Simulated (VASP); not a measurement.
# W (I4/mmm) in VASP: single point with r2SCAN

Aim: the single point of W with r2SCAN.

All numbers are computed with VASP 6.6.1; they aren't measurements. Logs are shortened: lines on timing, memory, paths and dates and some standing lists are left out, and cuts for length are marked.

### 1 The cell of the first run

The structure is tetragonal, space group I4/mmm (No. 139). Conventional cell: a = 2.914 Å, b = 2.914 Å, c = 3.938 Å, α = 90.00°, β = 90.00°, γ = 90.00°. Within 4.2 Å of W (site symmetry 4/mmm) lie 18 W at 2.85 to 4.12 Å.

### 2 Single point, r2SCAN (strain +0.015 along x and y, -0.030 along z)

Input file POSCAR:

```
W
1.0
    0.0000000000      2.0604500000      1.9691000000
    2.0604500000      0.0000000000      1.9691000000
    2.0604500000      2.0604500000      0.0000000000
W
1
Direct
    0.0000000000      0.0000000000      0.0000000000
```

Input file INCAR.step1:

```
SYSTEM = W
PREC = Accurate
ENCUT = 520
ISMEAR = 0
SIGMA = 0.15
LREAL = .False.
LASPH = .True.
NELM = 80
NBANDS = 13
GGA = PE
ALGO = Normal
EDIFF = 1E-4
LWAVE = .True.
LCHARG = .False.
```

Input file INCAR.step2:

```
SYSTEM = W
PREC = Accurate
ENCUT = 520
EDIFF = 1E-6
ISMEAR = 0
SIGMA = 0.15
LREAL = .False.
LASPH = .True.
NELM = 80
ALGO = Normal
ISIF = 2
LWAVE = .False.
LCHARG = .False.
METAGGA = R2SCAN
LMIXTAU = .True.
NBANDS = 13
ISTART = 1
```

Input file KPOINTS:

```
Automatic mesh
0
Gamma
  20 20 20
  0 0 0
```

Potentials or basis: VASP PAW PBE potentials, release 64 (W_sv).

Launch:

```console
> cat potpaw_PBE.64/W_sv/POTCAR > POTCAR
> cp INCAR.step1 INCAR
> mpirun -np 1 vasp_std > vasp.out
> cp INCAR.step2 INCAR
> mpirun -np 1 vasp_std > vasp.out
```

OUTCAR:

```text
SYSTEM = W
   PREC = Accurate
   ENCUT = 520
   EDIFF = 1E-6
   ISMEAR = 0
   LREAL = .False.
   LASPH = .True.
   NELM = 80
   ISIF = 2
   METAGGA = R2SCAN
   ISTART = 1

 ion  position               nearest neighbor table
   1  0.000  0.000  0.000-

  LATTYP: Found a body centered tetragonal cell.
 ALAT       =     2.9139163346
 C/A-ratio  =     1.3515144389

  Lattice vectors:

 A1 = (   0.0000000000,  -2.0604500000,  -1.9691000000)
 A2 = (   0.0000000000,   2.0604500000,  -1.9691000000)
 A3 = (   2.0604500000,   0.0000000000,   1.9691000000)

Analysis of symmetry for initial positions (statically):
=====================================================================
 Subroutine PRICEL returns:
 Original cell was already a primitive cell.

 Routine SETGRP: Setting up the symmetry group for a
 body centered tetragonal supercell.

 Subroutine GETGRP returns: Found 16 space group operations
 (whereof 16 operations were pure point group operations)
 out of a pool of 16 trial point group operations.

The static configuration has the point symmetry D_4h.

Analysis of symmetry for dynamics (positions and initial velocities):
=====================================================================
 Subroutine PRICEL returns:
 Original cell was already a primitive cell.

 Routine SETGRP: Setting up the symmetry group for a
 body centered tetragonal supercell.

 Subroutine GETGRP returns: Found 16 space group operations
 (whereof 16 operations were pure point group operations)
 out of a pool of 16 trial point group operations.

The dynamic configuration has the point symmetry D_4h.

 Subroutine INISYM returns: Found 16 space group operations
 (whereof 16 operations are pure point group operations),
 and found     1 'primitive' translations

----------------------------------------------------------------------------------------

                                     Primitive cell

  volume of cell :      16.7194

  direct lattice vectors                    reciprocal lattice vectors
     0.000000000  2.060450000  1.969100000    -0.242665437  0.242665437  0.253923112
     2.060450000  0.000000000  1.969100000     0.242665437 -0.242665437  0.253923112
     2.060450000  2.060450000  0.000000000     0.242665437  0.242665437 -0.253923112

  length of vectors
     2.850054212  2.850054212  2.913916335     0.426907456  0.426907456  0.426907456

  position of ions in fractional coordinates (direct lattice)
     0.000000000  0.000000000  0.000000000
[... 84 lines left out ...]
   POTIM  = 0.5000    time-step for ionic-motion
   TEBEG  =    0.0;   TEEND  =   0.0 temperature during run
   PSTRESS=    0.0 pullay stress
   NELECT =      14.0000    total number of electrons
   NUPDOWN=      -1.0000    fix difference up-down
   EMIN   =  10.00;   EMAX   =-10.00  energy-range for DOS
   EFERMI =   0.00;   METHOD = LEGACY
   ISMEAR =     0;   SIGMA  =   0.15  broadening in eV -4-tet -1-fermi 0-gaus
   EFERMI_NEDOS =   21; number of points for ismear=-14 and -15
   IALGO  =     38    algorithm
   IMIX   =      4    mixing-type and parameters
     AMIX     =   0.40;   BMIX     =  1.00
     AMIX_MAG =   1.60;   BMIX_MAG =  1.00
  volume/ion in A,a.u.               =      16.72       112.83
  Fermi-wavevector in a.u.,A,eV,Ry     =   1.543039  2.915921 32.395049  2.380969
  Thomas-Fermi vector in A             =   2.648758
   LORBIT       =      0    0 simple, 1 ext, 2 COOP (PROOUT), +10 PAW based schemes
   METAGGA = R2SCAN    functional components
   LHFCALC =     F    Hartree Fock is set to
   AEXX    =    0.0000 exact exchange contribution
   IVDW    =     0    specifies the selected vdW correction
   LEPSILON=     F    determine dielectric tensor
   LRPA    =     F    only Hartree local field effects (RPA)
 non-spin polarized calculation
 Gauss-broadening in eV      SIGMA  =   0.15
  energy-cutoff  :      520.00
  volume of cell :       16.72
 maximum number of plane-waves:       471
 NGX is ok and might be reduce to    24
   NGX = 11   NGY = 11   NGZ = 11

 number of electron      14.0000002 magnetization

 Free energy of the ion-electron system (eV)
  ---------------------------------------------------
  ext. energy  EPLUGINS =         0.00000000
  ---------------------------------------------------
  free energy    TOTEN  =       -50.82169616 eV

  energy without entropy =      -50.81029834  energy(sigma->0) =      -50.81599725

 E-fermi :  10.1663     XC(G=0): -14.6116

 val. band max:       10.1656358924   @ k =   0.4000   0.1500   0.0500
 cond. band min:      10.1673368181   @ k =   0.4500   0.0500   0.1000
 fundamental gap:      0.0017009257
 Fermi energy:        10.1663158408

 k-point     1 :       0.0000    0.0000    0.0000
  band No.  band energies     occupation
      1     -65.5753      2.00000
      2     -28.5440      2.00000
      3     -28.5440      2.00000
      4     -28.5113      2.00000
      5       0.7051      2.00000
      6       9.3117      2.00000
      7       9.3117      2.00000
      8       9.9920      1.89973
      9      12.3346      0.00000
     10      13.2634      0.00000
     11      23.4628      0.00000
     12      28.4707      0.00000
     13      28.4707      0.00000
[... 354 lines left out ...]
  band No.  band energies     occupation
      1     -65.4821      2.00000
      2     -29.4885      2.00000
      3     -28.6956      2.00000
      4     -28.6540      2.00000
      5       4.1835      2.00000
      6       9.0310      2.00000
      7       9.3260      2.00000
      8       9.9140      1.98263
      9      13.8589      0.00000
     10      14.6275      0.00000
     11      22.1115      0.00000
     12      25.0598      0.00000
     13      31.1122      0.00000

 [... further k-points ...]

------------------------ aborting loop because EDIFF is reached ----------------------------------------

  FORCE on cell =-STRESS in cart. coord.  units (eV):
  Direction    XX          YY          ZZ          XY          YZ          ZX
  --------------------------------------------------------------------------------------
  -------------------------------------------------------------------------------------
  Total       -0.2022403     -0.2022403     -2.0361350      0.0000000      0.0000000      0.0000000
  in kB      -19.3801122    -19.3801122   -195.1170539      0.0000000      0.0000000      0.0000000
  external PRESSURE =     -77.9590928 kB  Pullay stress =       0.0000000 kB

 VOLUME and BASIS-vectors are now :
 -----------------------------------------------------------------------------
  energy-cutoff  :      520.00
  volume of cell :       16.72
      direct lattice vectors                 reciprocal lattice vectors
     0.000000000  2.060450000  1.969100000    -0.242665437  0.242665437  0.253923112
     2.060450000  0.000000000  1.969100000     0.242665437 -0.242665437  0.253923112
     2.060450000  2.060450000  0.000000000     0.242665437  0.242665437 -0.253923112

 POSITION                                       TOTAL-FORCE (eV/Angst)
 -----------------------------------------------------------------------------------
      0.00000      0.00000      0.00000        -0.000000      0.000000      0.000000
 -----------------------------------------------------------------------------------
    total drift:                                0.000000      0.000000     -0.000000

  FREE ENERGIE OF THE ION-ELECTRON SYSTEM (eV)
  ---------------------------------------------------
  free  energy   TOTEN  =       -50.8216961587 eV

  energy  without entropy=      -50.8102983416  energy(sigma->0) =      -50.81599725
```

OUTCAR.step1:

```text
SYSTEM = W
   PREC = Accurate
   ENCUT = 520
   ISMEAR = 0
   LREAL = .False.
   LASPH = .True.
[... 602 lines left out ...]
 POSITION                                       TOTAL-FORCE (eV/Angst)
 -----------------------------------------------------------------------------------
      0.00000      0.00000      0.00000        -0.000000     -0.000000      0.000000
 -----------------------------------------------------------------------------------
    total drift:                                0.000000      0.000000     -0.000000

  FREE ENERGIE OF THE ION-ELECTRON SYSTEM (eV)
  ---------------------------------------------------
  free  energy   TOTEN  =       -12.4980243563 eV

  energy  without entropy=      -12.4851201795  energy(sigma->0) =      -12.49157227
```

OSZICAR.step1:

```text
N       E                     dE             d eps       ncg     rms          rms(c)
DAV:   1     0.849801139689E+02    0.84980E+02   -0.74465E+03 16735   0.122E+03
DAV:   2    -0.114248390667E+02   -0.96405E+02   -0.92781E+02 18551   0.316E+02
DAV:   3    -0.131310571933E+02   -0.17062E+01   -0.16966E+01 18471   0.403E+01
DAV:   4    -0.131386273990E+02   -0.75702E-02   -0.75698E-02 18591   0.298E+00
DAV:   5    -0.131386964817E+02   -0.69083E-04   -0.69083E-04 18811   0.269E-01    0.184E+01
DAV:   6    -0.126275242264E+02    0.51117E+00   -0.44847E-01 17796   0.879E+00    0.701E+00
DAV:   7    -0.125023565575E+02    0.12517E+00   -0.21434E-01 18786   0.570E+00    0.618E-01
DAV:   8    -0.124980675661E+02    0.42890E-02   -0.39869E-03 16911   0.809E-01    0.738E-02
DAV:   9    -0.124980243563E+02    0.43210E-04   -0.97237E-05 13238   0.118E-01
   1 F= -.12498024E+02 E0= -.12491572E+02  d E =-.129042E-01
```

Run time: 5 min. Hardware: 1 thread of Intel Xeon Platinum 8124M at 3.00GHz (Skylake/Cascade Lake), shared host; peak memory 0.26 GiB.

What came out:

```yaml
Free_energy: -50.8217 eV
Pressure: -7.8 GPa
Band_gap_on_the_k_mesh: zero (bands 7 and 8 overlap by 4.05 eV)
```

Levels at points of the mesh, in eV from the Fermi level:
| k point | band 3 | band 4 | band 5 | band 6 | band 7 | band 8 | band 9 | band 10 | band 11 | band 12 |
| --- | --- | --- | --- | --- | --- | --- | --- | --- | --- | --- |
| (0.00, 0.00, 0.00) | -38.71 | -38.68 | -9.46 | -0.85 | -0.85 | -0.17 | 2.17 | 3.10 | 13.30 | 18.30 |
| (0.50, 0.00, 0.00) | -38.90 | -38.81 | -5.87 | -1.17 | -0.39 | 0.32 | 4.86 | 5.23 | 10.48 | 12.87 |
| (0.50, 0.50, 0.00) | -39.18 | -39.18 | -5.60 | -4.79 | 3.46 | 5.03 | 5.71 | 5.71 | 11.55 | 11.55 |
| (0.50, 0.00, 0.50) | -39.11 | -39.04 | -5.69 | -4.70 | 2.52 | 5.08 | 5.40 | 5.99 | 11.99 | 12.69 |

Caveat: the cell differs from its parent crystal (strain +0.015 along x and y, -0.030 along z); the cell stands under tension; the PAW data sets were made with another functional, which shifts forces and pressure a little; spin-orbit coupling is left out, which moves the levels of the heavy elements.
